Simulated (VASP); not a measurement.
A run of VASP 6.6.1 is set up as follows.

File POSCAR:

```
BAs
1.0
    2.9343700000      0.0000000000      0.0000000000
    0.0000000000      2.9343700000      0.0000000000
    0.0000000000      0.0000000000      2.9343700000
B As
1 1
Direct
    0.5000000000      0.5000000000      0.5000000000
    0.0000000000      0.0000000000      0.0000000000
```

Contents of INCAR.step1:

```
SYSTEM = BAs
ALGO = Normal ; EDIFF = 1E-5
ENCUT = 600 ; GGA = PE
ISMEAR = -1 ; LASPH = .True.
LCHARG = .False. ; LREAL = .False.
LWAVE = .True. ; NBANDS = 11
NELM = 60 ; PREC = Accurate
SIGMA = 0.05
```

INCAR.step2

```
SYSTEM = BAs
ALGO = Normal ; EDIFF = 1E-6
EDIFFG = -0.01 ; ENCUT = 600
GGA = PE ; HFSCREEN = 0.2079
IBRION = 2 ; ISIF = 3
ISMEAR = -1 ; ISTART = 1
LASPH = .True. ; LCHARG = .False.
LHFCALC = .True. ; LREAL = .False.
LWAVE = .False. ; NELM = 60
NSW = 60 ; PREC = Accurate
PRECFOCK = Normal ; SIGMA = 0.05
```

KPOINTS

```
k-points
0
Gamma
  5 5 5
  0 0 0
```

Potentials or basis: VASP PAW PBE potentials, release 64 (B, As).

Run with:

```sh
$ cat potpaw_PBE.64/B/POTCAR potpaw_PBE.64/As/POTCAR > POTCAR
$ cp INCAR.step1 INCAR
$ mpirun -np 1 vasp_std > vasp.out
$ cp INCAR.step2 INCAR
$ mpirun -np 1 vasp_std > vasp.out
```

(1) What does it give for the relaxed volume?

(2) What does it give for the space group after relaxing (to 0.1 Å)?

(3) Estimate the band gap on the k mesh.

(4) What does it give for the relaxed cell?

Results:

(1) 11.90 Å³/atom.

(2) Pm-3m (No. 221).

(3) zero (bands 4 and 5 overlap by 4.05 eV).

(4) a = 2.876 Å, b = 2.876 Å, c = 2.876 Å, α = 90.00°, β = 90.00°, γ = 90.00°.

Caveat: the k points lie up to 0.44 Å⁻¹ apart in the final cell, too coarse for converged energies and pressures of a metal; the PAW data sets were made with another functional, which shifts forces and pressure a little.
